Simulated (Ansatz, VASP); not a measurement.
K in VASP and in Ansatz

```
K
1.0
     0.00000    5.04956    5.04956
     5.04956    0.00000    5.04956
     5.04956    5.04956    0.00000
K
2
Direct
  0.12500 0.12500 0.12500
  0.87500 0.87500 0.87500
```

Alike in both runs: task single point; functional RPBE; k mesh 6 × 6 × 6; occupations fermi-dirac, width 0.1 eV; no spin polarisation.

|  | VASP | Ansatz |
| --- | --- | --- |
| version | VASP 6.6.1 | Ansatz 0.2.0 |
| potentials or method | VASP PAW PBE potentials, release 64 (K_sv), cutoff 520 eV | plane waves (420 eV) with PAW, scalar-relativistic |
| valence electrons in the cell | 18 | 18 |

|  | VASP | Ansatz | Ansatz less VASP |
| --- | --- | --- | --- |
| pressure (GPa) | 0.0 | 0.0 | +0.01 |

VASP's potentials were made for PBE, not for RPBE.
